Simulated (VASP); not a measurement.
# Li (Im-3m) in VASP: notebook

Runs on Li. Level: PBE. Tasks: single point, relaxation of cell and atoms.

Everything below comes from runs of VASP 6.6.1. Logs are shortened: lines on timing, memory, paths and dates and some standing lists are left out, and cuts for length are marked.

### 1 The cell of the first run

It takes space group Im-3m (No. 229, cubic). The conventional cell has a = 3.433 Å, b = 3.433 Å, c = 3.433 Å, α = 90.00°, β = 90.00°, γ = 90.00°. Within 3.9 Å of Li (site symmetry m-3m) lie 14 Li at 2.97 to 3.43 Å.

### 2 Single point, PBE

INCAR reads:

```
ALGO = Normal ; EDIFF = 1E-7
ENCUT = 520 ; GGA = PE
ISIF = 2 ; ISMEAR = -1
LASPH = T ; LCHARG = F
LREAL = F ; LWAVE = F
NBANDS = 10 ; NELM = 100
PREC = Accurate ; SIGMA = 0.05
```

KPOINTS reads:

```
k-points
0
Gamma
  12 12 12
```

POSCAR reads:

```
Li
1.0
    3.4329204641      0.0000000000      0.0000000000
    0.0000000000      3.4329204641      0.0000000000
    0.0000000000      0.0000000000      3.4329204641
Li
2
Direct
    0.0000000000      0.0000000000      0.0000000000
    0.5000000000      0.5000000000      0.5000000000
```

Potentials or basis: VASP PAW PBE potentials, release 64 (Li_sv).

Run with:

```console
$ cat potpaw_PBE.64/Li_sv/POTCAR > POTCAR
$ mpirun -np 1 vasp_std > vasp.out
```

OUTCAR:

```text
EDIFF = 1E-7
   ENCUT = 520
   GGA = PE
   ISIF = 2
   ISMEAR = -1
   LASPH = T
   LREAL = F
   NELM = 100
   PREC = Accurate

 ion  position               nearest neighbor table
   1  0.000  0.000  0.000-
   2  0.500  0.500  0.500-

  LATTYP: Found a simple cubic cell.
 ALAT       =     3.4329204641

  Lattice vectors:

 A1 = (   3.4329204641,   0.0000000000,   0.0000000000)
 A2 = (   0.0000000000,   3.4329204641,   0.0000000000)
 A3 = (   0.0000000000,   0.0000000000,   3.4329204641)

Analysis of symmetry for initial positions (statically):
=====================================================================
 Subroutine PRICEL returns following result:

  LATTYP: Found a body centered cubic cell.
 ALAT       =     3.4329204641

  Lattice vectors:

 A1 = (   1.7164602320,   1.7164602321,  -1.7164602320)
 A2 = (  -1.7164602320,   1.7164602320,   1.7164602320)
 A3 = (   1.7164602320,  -1.7164602320,   1.7164602321)

   2 primitive cells build up your supercell.

 Routine SETGRP: Setting up the symmetry group for a
 simple cubic supercell.

 Subroutine GETGRP returns: Found 48 space group operations
 (whereof 48 operations were pure point group operations)
 out of a pool of 48 trial point group operations.

The static configuration has the point symmetry O_h .

Analysis of symmetry for dynamics (positions and initial velocities):
=====================================================================
 Subroutine PRICEL returns following result:

  LATTYP: Found a body centered cubic cell.
 ALAT       =     3.4329204641

  Lattice vectors:

 A1 = (   1.7164602320,   1.7164602321,  -1.7164602320)
 A2 = (  -1.7164602320,   1.7164602320,   1.7164602320)
 A3 = (   1.7164602320,  -1.7164602320,   1.7164602321)

   2 primitive cells build up your supercell.

 Routine SETGRP: Setting up the symmetry group for a
 simple cubic supercell.

 Subroutine GETGRP returns: Found 48 space group operations
 (whereof 48 operations were pure point group operations)
 out of a pool of 48 trial point group operations.

The dynamic configuration has the point symmetry O_h .

 Subroutine INISYM returns: Found 48 space group operations
 (whereof 48 operations are pure point group operations),
 and found     2 'primitive' translations

----------------------------------------------------------------------------------------

                                     Primitive cell

  volume of cell :      20.2284

  direct lattice vectors                    reciprocal lattice vectors
     1.716460232  1.716460232 -1.716460232     0.291297165  0.291297165  0.000000000
    -1.716460232  1.716460232  1.716460232    -0.000000000  0.291297165  0.291297165
     1.716460232 -1.716460232  1.716460232     0.291297165  0.000000000  0.291297165

  length of vectors
     2.972996331  2.972996331  2.972996331     0.411956402  0.411956402  0.411956402

  position of ions in fractional coordinates (direct lattice)
     0.000000000  0.000000000  0.000000000

  ion indices of the primitive-cell ions
   primitive index   ion index
                 1           1

----------------------------------------------------------------------------------------

 KPOINTS: k-points

Automatic generation of k-mesh.
 Grid dimensions read from file:
 generate k-points for:   12   12   12

 Generating k-lattice:

  Cartesian coordinates                     Fractional coordinates (reciprocal lattice)
     0.024274764  0.000000000  0.000000000     0.083333333  0.000000000  0.000000000
     0.000000000  0.024274764  0.000000000     0.000000000  0.083333333  0.000000000
     0.000000000  0.000000000  0.024274764     0.000000000  0.000000000  0.083333333

  Length of vectors
     0.024274764  0.024274764  0.024274764

  Shift w.r.t. Gamma in fractional coordinates (k-lattice)
     0.000000000  0.000000000  0.000000000

 Subroutine IBZKPT returns following result:
 ===========================================

 Found     84 irreducible k-points:

 Following reciprocal coordinates:
            Coordinates               Weight
  0.000000  0.000000  0.000000      1.000000
  0.083333  0.000000  0.000000      6.000000
  0.166667  0.000000  0.000000      6.000000
  0.250000  0.000000  0.000000      6.000000
  0.333333  0.000000  0.000000      6.000000
  0.416667  0.000000  0.000000      6.000000
[... 16 lines left out ...]
  0.333333  0.333333  0.000000     12.000000
  0.416667  0.333333  0.000000     24.000000
 [... further k-points ...]
   k-points           NKPTS =     84   k-points in BZ     NKDIM =     84   number of bands    NBANDS=     10
   number of dos      NEDOS =    301   number of ions     NIONS =      2
   total plane-waves  NPLWV =  21952
   dimension x,y,z NGX =    28 NGY =   28 NGZ =   28
   dimension x,y,z NGXF=    56 NGYF=   56 NGZF=   56
   ions per type =               2
   NGX,Y,Z   is equivalent  to a cutoff of  13.56, 13.56, 13.56 a.u.
   NGXF,Y,Z  is equivalent  to a cutoff of  27.12, 27.12, 27.12 a.u.
 SYSTEM =  unknown system
   PREC   = accura    normal or accurate (medium, high low for compatibility)
   ISTART =      0    job   : 0-new  1-cont  2-samecut
   ICHARG =      2    charge: 1-file 2-atom 10-const
   ISPIN  =      1    spin polarized calculation?
   LNONCOLLINEAR =      F non collinear calculations
   LSORBIT =      F    spin-orbit coupling
   LASPH  =      T    aspherical Exc in radial PAW
   ENCUT  =  520.0 eV  38.22 Ry    6.18 a.u.   6.38  6.38  6.38*2*pi/ulx,y,z
   NELM   =    100;   NELMIN=  2; NELMDL= -5     # of ELM steps
   EDIFF  = 0.1E-06   stopping-criterion for ELM
   LREAL  =      F    real-space projection
   EDIFFG = 0.1E-05   stopping-criterion for IOM
   NSW    =      0    number of steps for IOM
   IBRION =     -1    ionic relax: 0-MD 1-quasi-New 2-CG
   NFREE  =      0    steps in history (QN), initial steepest desc. (CG)
   ISIF   =      2    stress and relaxation
   ISYM   =      2    0-nonsym 1-usesym 2-fastsym
   POTIM  = 0.5000    time-step for ionic-motion
   TEBEG  =    0.0;   TEEND  =   0.0 temperature during run
   PSTRESS=    0.0 pullay stress
   NELECT =       6.0000    total number of electrons
   NUPDOWN=      -1.0000    fix difference up-down
   EMIN   =  10.00;   EMAX   =-10.00  energy-range for DOS
   EFERMI =   0.00;   METHOD = LEGACY
   ISMEAR =    -1;   SIGMA  =   0.05  broadening in eV -4-tet -1-fermi 0-gaus
   EFERMI_NEDOS =   21; number of points for ismear=-14 and -15
   IALGO  =     38    algorithm
   IMIX   =      4    mixing-type and parameters
     AMIX     =   0.40;   BMIX     =  1.00
     AMIX_MAG =   1.60;   BMIX_MAG =  1.00
  volume/ion in A,a.u.               =      20.23       136.51
  Fermi-wavevector in a.u.,A,eV,Ry     =   0.866552  1.637547 10.216793  0.750913
  Thomas-Fermi vector in A             =   1.984958
   LORBIT       =      0    0 simple, 1 ext, 2 COOP (PROOUT), +10 PAW based schemes
   GGA     = PE    functional components
[... 5 lines left out ...]
 non-spin polarized calculation
  energy-cutoff  :      520.00
  volume of cell :       40.46
 maximum number of plane-waves:      1108
 NGX is ok and might be reduce to    28
   NGX = 13   NGY = 13   NGZ = 13

 number of electron       6.0000000 magnetization

 Free energy of the ion-electron system (eV)
  ---------------------------------------------------
  ext. energy  EPLUGINS =         0.00000000
  ---------------------------------------------------
  free energy    TOTEN  =        -3.81100488 eV

  energy without entropy =       -3.80255931  energy(sigma->0) =       -3.80678209

 E-fermi :   0.6447     XC(G=0):  -7.0492

 val. band max:        0.6019809855   @ k =   0.5000   0.2500   0.2500
 cond. band min:       0.6569915589   @ k =   0.4167   0.1667   0.0833
 fundamental gap:      0.0550105735
 Fermi energy:         0.6447157388

 k-point     1 :       0.0000    0.0000    0.0000
  band No.  band energies     occupation
      1     -45.8942      2.00000
      2     -45.8610      2.00000
      3      -2.9321      2.00000
      4       6.1593      0.00000
      5       6.1593      0.00000
      6       6.1593      0.00000
      7       8.4137      0.00000
      8       8.4137      0.00000
      9      14.2607      0.00000
     10      15.2574      0.00000

 k-point     2 :       0.0833    0.0000    0.0000
  band No.  band energies     occupation
      1     -45.8935      2.00000
      2     -45.8616      2.00000
      3      -2.8662      2.00000
      4       5.2802      0.00000
      5       6.2444      0.00000
      6       6.2444      0.00000
      7       8.5023      0.00000
      8       9.4130      0.00000
      9      14.4064      0.00000
     10      14.8899      0.00000

 k-point     3 :       0.1667    0.0000    0.0000
  band No.  band energies     occupation
      1     -45.8916      2.00000
      2     -45.8630      2.00000
      3      -2.6687      2.00000
      4       3.9096      0.00000
      5       6.4995      0.00000
      6       6.4995      0.00000
      7       8.7680      0.00000
      8      11.0717      0.00000
      9      13.9261      0.00000
     10      13.9261      0.00000

 k-point     4 :       0.2500    0.0000    0.0000
  band No.  band energies     occupation
      1     -45.8886      2.00000
      2     -45.8652      2.00000
      3      -2.3373      2.00000
      4       2.5975      0.00000
      5       6.9235      0.00000
      6       6.9235      0.00000
      7       9.2108      0.00000
      8      12.4601      0.00000
      9      12.6917      0.00000
     10      12.6917      0.00000
[... 222 lines left out ...]
 k-point    22 :       0.5000    0.2500    0.0000
  band No.  band energies     occupation
      1     -45.8753      2.00000
      2     -45.8753      2.00000
      3       0.0086      1.99999
      4       0.0086      1.99999
      5       5.9892      0.00000
      6       5.9892      0.00000
      7       9.8497      0.00000
      8       9.8497      0.00000
      9      12.7201      0.00000
     10      12.7201      0.00000

 k-point    23 :       0.3333    0.3333    0.0000
  band No.  band energies     occupation
      1     -45.8795      2.00000
      2     -45.8712      2.00000
      3      -0.8462      2.00000
      4       1.5678      0.00000
      5       4.1437      0.00000
      6       6.8907      0.00000
      7       8.8152      0.00000
      8      11.6569      0.00000
      9      12.3222      0.00000
     10      13.0406      0.00000

 k-point    24 :       0.4167    0.3333    0.0000
  band No.  band energies     occupation
      1     -45.8772      2.00000
      2     -45.8729      2.00000
      3      -0.2861      2.00000
      4       1.0459      0.00065
      5       4.3287      0.00000
      6       5.8327      0.00000
      7       9.5154      0.00000
      8      11.1104      0.00000
      9      12.4654      0.00000
     10      12.7972      0.00000

 [... further k-points ...]
[... 5 lines left out ...]
  --------------------------------------------------------------------------------------
  -------------------------------------------------------------------------------------
  Total       -0.0078897     -0.0078897     -0.0078897     -0.0000000      0.0000000      0.0000000
  in kB       -0.3124494     -0.3124494     -0.3124494     -0.0000000      0.0000000      0.0000000
  external PRESSURE =      -0.3124494 kB  Pullay stress =       0.0000000 kB

 VOLUME and BASIS-vectors are now :
 -----------------------------------------------------------------------------
  energy-cutoff  :      520.00
  volume of cell :       40.46
      direct lattice vectors                 reciprocal lattice vectors
     3.432920464  0.000000000  0.000000000     0.291297165  0.000000000  0.000000000
     0.000000000  3.432920464  0.000000000     0.000000000  0.291297165  0.000000000
     0.000000000  0.000000000  3.432920464     0.000000000  0.000000000  0.291297165

 POSITION                                       TOTAL-FORCE (eV/Angst)
 -----------------------------------------------------------------------------------
      0.00000      0.00000      0.00000         0.000000     -0.000000      0.000000
      1.71646      1.71646      1.71646        -0.000000      0.000000     -0.000000
 -----------------------------------------------------------------------------------
    total drift:                                0.000000      0.000000      0.000000

  FREE ENERGIE OF THE ION-ELECTRON SYSTEM (eV)
  ---------------------------------------------------
  free  energy   TOTEN  =        -3.8110048809 eV

  energy  without entropy=       -3.8025593086  energy(sigma->0) =       -3.80678209
```

Run time: 19 s. Hardware: 1 thread of Intel Xeon Platinum 8259CL at 2.50GHz (Skylake/Cascade Lake), shared host; peak memory 0.16 GiB.

Results:

| Item | Value |
| --- | --- |
| Free energy | -3.8110 eV |
| Band gap on the k mesh | zero (band 3 reaches 4.02 eV, above the bottom of band 4 at -0.52 eV) |

Levels at points of the mesh, in eV from the Fermi level:
```csv
k point,band 1,band 2,band 3,band 4,band 5,band 6
"(0.00, 0.00, 0.00)",-46.54,-46.51,-3.58,5.51,5.51,5.51
"(0.50, 0.00, 0.00)",-46.52,-46.52,-1.16,-1.16,8.54,8.54
"(0.50, 0.50, 0.00)",-46.52,-46.52,0.23,0.23,3.25,3.25
"(0.50, 0.50, 0.50)",-46.52,-46.52,3.37,3.37,3.37,3.37
```

Caveat: the cutoff is under 1.25 times the usual one of these potentials, so pressure, stress and relaxed cells hold a basis-set (Pulay) error.

(Part 1 of 2 ends here.)
